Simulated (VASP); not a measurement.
# InP (F-43m) in VASP: further runs

InP is run at these levels: PBE; tasks: single point.

All numbers are computed with VASP 6.6.1; they aren't measurements. Logs are shortened: lines on timing, memory, paths and dates and some standing lists are left out, and cuts for length are marked.

### Step 1. The cell of the first run

Symmetry: F-43m, No. 216, cubic system. Conventional cell: a = 5.861 Å, b = 5.861 Å, c = 5.861 Å, α = 90.00°, β = 90.00°, γ = 90.00°. Within 3.3 Å of In (site symmetry -43m) lie 4 P at 2.54 Å. P (site symmetry -43m) has 4 In at 2.54 Å within 3.3 Å.

### Step 2. Single point, PBE, non-collinear spin, zero start, spin-orbit coupling

Contents of INCAR:

```
PREC = Accurate
ENCUT = 520
EDIFF = 1E-6
ISMEAR = 0
SIGMA = 0.05
LREAL = False
LASPH = True
NELM = 150
ALGO = Normal
ISIF = 2
LWAVE = False
LCHARG = True
MAGMOM = 0 0 0 0 0 0
LORBIT = 11
LSORBIT = True
GGA_COMPAT = False
LORBMOM = True
GGA = PE
LVHAR = True
NBANDS = 30
```

Contents of KPOINTS:

```
regular mesh
0
Gamma
  6 6 6
```

Contents of POSCAR:

```
InP
1.0
    0.0000000000      2.9305005221      2.9305005221
    2.9305005221      0.0000000000      2.9305005221
    2.9305005221      2.9305005221      0.0000000000
In P
1 1
Direct
    0.0000000000      0.0000000000      0.0000000000
    0.7500000000      0.7500000000      0.7500000000
```

Potentials or basis: VASP PAW PBE potentials, release 64 (In_d, P).

The run is started by

```
$ cat potpaw_PBE.64/In_d/POTCAR potpaw_PBE.64/P/POTCAR > POTCAR
$ mpirun -np 1 vasp_ncl > vasp.out
```

OUTCAR:

```text
PREC = Accurate
   ENCUT = 520
   EDIFF = 1E-6
   ISMEAR = 0
   LREAL = False
   LASPH = True
   NELM = 150
   ISIF = 2
   LORBIT = 11
   LSORBIT = True
   GGA = PE

 ion  position               nearest neighbor table
   1  0.000  0.000  0.000-   2 2.54   2 2.54   2 2.54   2 2.54
   2  0.750  0.750  0.750-   1 2.54   1 2.54   1 2.54   1 2.54

  LATTYP: Found a face centered cubic cell.
 ALAT       =     5.8610010442

  Lattice vectors:

 A1 = (   0.0000000000,   2.9305005221,   2.9305005221)
 A2 = (   2.9305005221,   0.0000000000,   2.9305005221)
 A3 = (   2.9305005221,   2.9305005221,   0.0000000000)

Analysis of symmetry for initial positions (statically):
=====================================================================
 Subroutine PRICEL returns:
 Original cell was already a primitive cell.

 Routine SETGRP: Setting up the symmetry group for a
 face centered cubic supercell.

 Subroutine GETGRP returns: Found 24 space group operations
 (whereof 24 operations were pure point group operations)
 out of a pool of 48 trial point group operations.

The static configuration has the point symmetry T_d .

Analysis of symmetry for dynamics (positions and initial velocities):
=====================================================================
 Subroutine PRICEL returns:
 Original cell was already a primitive cell.

 Routine SETGRP: Setting up the symmetry group for a
 face centered cubic supercell.

 Subroutine GETGRP returns: Found 24 space group operations
 (whereof 24 operations were pure point group operations)
 out of a pool of 48 trial point group operations.

The dynamic configuration has the point symmetry T_d .

Analysis of structural, dynamic, and magnetic symmetry:
=====================================================================
 Subroutine PRICEL returns:
 Original cell was already a primitive cell.

 Routine SETGRP: Setting up the symmetry group for a
 face centered cubic supercell.

 Subroutine GETGRP returns: Found 24 space group operations
 (whereof 24 operations were pure point group operations)
 out of a pool of 48 trial point group operations.

The overall configuration has the point symmetry T_d .

 Subroutine INISYM returns: Found 24 space group operations
 (whereof 24 operations are pure point group operations),
 and found     1 'primitive' translations

----------------------------------------------------------------------------------------

                                     Primitive cell

  volume of cell :      50.3333

  direct lattice vectors                    reciprocal lattice vectors
     0.000000000  2.930500522  2.930500522    -0.170619318  0.170619318  0.170619318
     2.930500522  0.000000000  2.930500522     0.170619318 -0.170619318  0.170619318
     2.930500522  2.930500522  0.000000000     0.170619318  0.170619318 -0.170619318

  length of vectors
     4.144353583  4.144353583  4.144353583     0.295521327  0.295521327  0.295521327

  position of ions in fractional coordinates (direct lattice)
     0.000000000  0.000000000  0.000000000
     0.750000000  0.750000000  0.750000000

  ion indices of the primitive-cell ions
   primitive index   ion index
                 1           1
                 2           2

----------------------------------------------------------------------------------------

 KPOINTS: regular mesh

Automatic generation of k-mesh.
 Grid dimensions read from file:
 generate k-points for:    6    6    6

 Generating k-lattice:

  Cartesian coordinates                     Fractional coordinates (reciprocal lattice)
    -0.028436553  0.028436553  0.028436553     0.166666667  0.000000000  0.000000000
     0.028436553 -0.028436553  0.028436553     0.000000000  0.166666667  0.000000000
     0.028436553  0.028436553 -0.028436553     0.000000000  0.000000000  0.166666667

  Length of vectors
     0.049253555  0.049253555  0.049253555

  Shift w.r.t. Gamma in fractional coordinates (k-lattice)
     0.000000000  0.000000000  0.000000000

 Subroutine IBZKPT returns following result:
 ===========================================

 Found     22 irreducible k-points:

 Following reciprocal coordinates:
            Coordinates               Weight
  0.000000  0.000000  0.000000      1.000000
  0.166667  0.000000  0.000000      4.000000
 -0.166667  0.000000  0.000000      4.000000
[... 37 lines left out ...]
   EDIFF  = 0.1E-05   stopping-criterion for ELM
   LREAL  =      F    real-space projection
   EDIFFG = 0.1E-04   stopping-criterion for IOM
   NSW    =      0    number of steps for IOM
   IBRION =     -1    ionic relax: 0-MD 1-quasi-New 2-CG
   NFREE  =      0    steps in history (QN), initial steepest desc. (CG)
   ISIF   =      2    stress and relaxation
   ISYM   =      2    0-nonsym 1-usesym 2-fastsym
   POTIM  = 0.5000    time-step for ionic-motion
   TEBEG  =    0.0;   TEEND  =   0.0 temperature during run
   PSTRESS=    0.0 pullay stress
   NELECT =      18.0000    total number of electrons
   NUPDOWN=      -1.0000    fix difference up-down
   EMIN   =  10.00;   EMAX   =-10.00  energy-range for DOS
   EFERMI =   0.00;   METHOD = LEGACY
   ISMEAR =     0;   SIGMA  =   0.05  broadening in eV -4-tet -1-fermi 0-gaus
   EFERMI_NEDOS =   21; number of points for ismear=-14 and -15
   IALGO  =     38    algorithm
   IMIX   =      4    mixing-type and parameters
     AMIX     =   0.40;   BMIX     =  1.00
     AMIX_MAG =   1.60;   BMIX_MAG =  1.00
  volume/ion in A,a.u.               =      25.17       169.83
  Fermi-wavevector in a.u.,A,eV,Ry     =   1.162021  2.195901 18.371839  1.350292
  Thomas-Fermi vector in A             =   2.298586
   LORBIT       =     11    0 simple, 1 ext, 2 COOP (PROOUT), +10 PAW based schemes
   GGA     = PE    functional components
   LHFCALC =     F    Hartree Fock is set to
   AEXX    =    0.0000 exact exchange contribution
   IVDW    =     0    specifies the selected vdW correction
   LEPSILON=     F    determine dielectric tensor
   LRPA    =     F    only Hartree local field effects (RPA)
 Gauss-broadening in eV      SIGMA  =   0.05
  energy-cutoff  :      520.00
  volume of cell :       50.33
 maximum number of plane-waves:      2760
   NGX = 15   NGY = 15   NGZ = 15

 number of electron      18.0000000 magnetization       0.0000000      0.0000000      0.0000000

 number of electron      18.0000005 magnetization       0.0000000     -0.0000000      0.0000000

 number of electron      18.0000005 magnetization       0.0000000     -0.0000000     -0.0000000

 Free energy of the ion-electron system (eV)
  ---------------------------------------------------
  ext. energy  EPLUGINS =         0.00000000
  ---------------------------------------------------
  free energy    TOTEN  =        -8.40624194 eV

  energy without entropy =       -8.40624194  energy(sigma->0) =       -8.40624194

 E-fermi :   5.4935     XC(G=0):  -9.2802

 val. band max:        5.2238642987   @ k =   0.0000   0.0000   0.0000
 cond. band min:       5.9049082502   @ k =   0.0000   0.0000   0.0000
 fundamental gap:      0.6810439516
 Fermi energy:         5.4934592257

 k-point     1 :       0.0000    0.0000    0.0000
  band No.  band energies     occupation
      1      -9.4469      1.00000
      2      -9.4469      1.00000
      3      -9.4469      1.00000
      4      -9.4469      1.00000
      5      -8.6666      1.00000
      6      -8.6666      1.00000
[... 715 lines left out ...]
     29      16.4064      0.00000
     30      16.4976      0.00000

------------------------ aborting loop because EDIFF is reached ----------------------------------------

  FORCE on cell =-STRESS in cart. coord.  units (eV):
  Direction    XX          YY          ZZ          XY          YZ          ZX
  --------------------------------------------------------------------------------------
  -------------------------------------------------------------------------------------
  Total        1.0150324      1.0150324      1.0150324      0.0000000      0.0000000     -0.0000000
  in kB       32.3098596     32.3098596     32.3098596      0.0000000      0.0000000     -0.0000000
  external PRESSURE =      32.3098596 kB  Pullay stress =       0.0000000 kB

 VOLUME and BASIS-vectors are now :
 -----------------------------------------------------------------------------
  energy-cutoff  :      520.00
  volume of cell :       50.33
      direct lattice vectors                 reciprocal lattice vectors
     0.000000000  2.930500522  2.930500522    -0.170619318  0.170619318  0.170619318
     2.930500522  0.000000000  2.930500522     0.170619318 -0.170619318  0.170619318
     2.930500522  2.930500522  0.000000000     0.170619318  0.170619318 -0.170619318

 POSITION                                       TOTAL-FORCE (eV/Angst)
 -----------------------------------------------------------------------------------
      0.00000      0.00000      0.00000        -0.000000     -0.000000     -0.000000
      4.39575      4.39575      4.39575         0.000000      0.000000      0.000000
 -----------------------------------------------------------------------------------
    total drift:                               -0.000000     -0.000000     -0.000000

  FREE ENERGIE OF THE ION-ELECTRON SYSTEM (eV)
  ---------------------------------------------------
  free  energy   TOTEN  =        -8.4062419419 eV

  energy  without entropy=       -8.4062419419  energy(sigma->0) =       -8.40624194

 orbital moment (x)

 # of ion     p       d       tot
 ----------------------------------------
  1        -0.000   0.000  -0.000
  2        -0.000   0.000  -0.000
 ----------------------------------------
           -0.000   0.000  -0.000

 orbital moment (y)

 # of ion     p       d       tot
 ----------------------------------------
  1         0.000   0.000   0.000
  2        -0.000   0.000  -0.000
 ----------------------------------------
           -0.000   0.000  -0.000

 orbital moment (z)

 # of ion     p       d       tot
 ----------------------------------------
  1         0.000  -0.000  -0.000
  2         0.000   0.000   0.000
 ----------------------------------------
            0.000  -0.000  -0.000

 Spin-Orbit-Coupling matrix elements

 Ion:    1  E_soc:     -0.0716892
 l=   1
     0.0000000    -0.0054445    -0.0054445
    -0.0054445     0.0000000    -0.0054445
    -0.0054445    -0.0054445     0.0000000
 l=   2
     0.0000000    -0.0013337     0.0000000    -0.0013337    -0.0051701
    -0.0013337     0.0000000    -0.0038775    -0.0013337    -0.0012925
     0.0000000    -0.0038775     0.0000000    -0.0038775     0.0000000
    -0.0013337    -0.0013337    -0.0038775     0.0000000    -0.0012925
    -0.0051701    -0.0012925     0.0000000    -0.0012925     0.0000000
 l=   3
     0.0000000     0.0000000     0.0000000     0.0000000     0.0000000     0.0000000     0.0000000
     0.0000000     0.0000000     0.0000000     0.0000000     0.0000000     0.0000000     0.0000000
     0.0000000     0.0000000     0.0000000     0.0000000     0.0000000     0.0000000     0.0000000
     0.0000000     0.0000000     0.0000000     0.0000000     0.0000000     0.0000000     0.0000000
     0.0000000     0.0000000     0.0000000     0.0000000     0.0000000     0.0000000     0.0000000
     0.0000000     0.0000000     0.0000000     0.0000000     0.0000000     0.0000000     0.0000000
     0.0000000     0.0000000     0.0000000     0.0000000     0.0000000     0.0000000     0.0000000

 Ion:    2  E_soc:     -0.0010873
 l=   1
     0.0000000    -0.0001812    -0.0001812
    -0.0001812     0.0000000    -0.0001812
    -0.0001812    -0.0001812     0.0000000
 l=   2
     0.0000000     0.0000000     0.0000000     0.0000000     0.0000000
     0.0000000     0.0000000     0.0000000     0.0000000     0.0000000
     0.0000000     0.0000000     0.0000000     0.0000000     0.0000000
     0.0000000     0.0000000     0.0000000     0.0000000     0.0000000
     0.0000000     0.0000000     0.0000000     0.0000000     0.0000000
 l=   3
     0.0000000     0.0000000     0.0000000     0.0000000     0.0000000     0.0000000     0.0000000
     0.0000000     0.0000000     0.0000000     0.0000000     0.0000000     0.0000000     0.0000000
     0.0000000     0.0000000     0.0000000     0.0000000     0.0000000     0.0000000     0.0000000
     0.0000000     0.0000000     0.0000000     0.0000000     0.0000000     0.0000000     0.0000000
     0.0000000     0.0000000     0.0000000     0.0000000     0.0000000     0.0000000     0.0000000
     0.0000000     0.0000000     0.0000000     0.0000000     0.0000000     0.0000000     0.0000000
     0.0000000     0.0000000     0.0000000     0.0000000     0.0000000     0.0000000     0.0000000

 total charge

# of ion       s       p       d       tot
------------------------------------------
    1        0.825   0.770   9.901  11.496
    2        1.028   1.500   0.000   2.528
--------------------------------------------------
tot          1.854   2.270   9.901  14.025

 magnetization (x)

# of ion       s       p       d       tot
------------------------------------------
    1       -0.000  -0.000   0.000  -0.000
    2        0.000   0.000   0.000   0.000
--------------------------------------------------
tot          0.000   0.000   0.000   0.000

 magnetization (y)

# of ion       s       p       d       tot
------------------------------------------
    1        0.000   0.000   0.000   0.000
    2        0.000   0.000   0.000   0.000
--------------------------------------------------
tot          0.000   0.000   0.000   0.000

 magnetization (z)

# of ion       s       p       d       tot
------------------------------------------
    1       -0.000   0.000   0.000   0.000
    2        0.000  -0.000   0.000  -0.000
--------------------------------------------------
tot          0.000  -0.000   0.000  -0.000
```

It took 43 s on 1 thread of AMD EPYC 9R45 (Zen 5), shared host; peak memory 0.29 GiB.

Results:

| Property | Result |
| --- | --- |
| Free energy | -8.4062 eV |
| Pressure | 3.2 GPa |
| Net moment | 0.00 μB per cell |
| Valence electrons inside the program's atomic spheres | In 11.50; P 2.53 |

Moments on the atoms (μB; x, y, z):
```
In  0.00 0.00 0.00
P   0.00 0.00 0.00
```

Caveat: the cell stands under pressure.

[end of part 1 of 2]
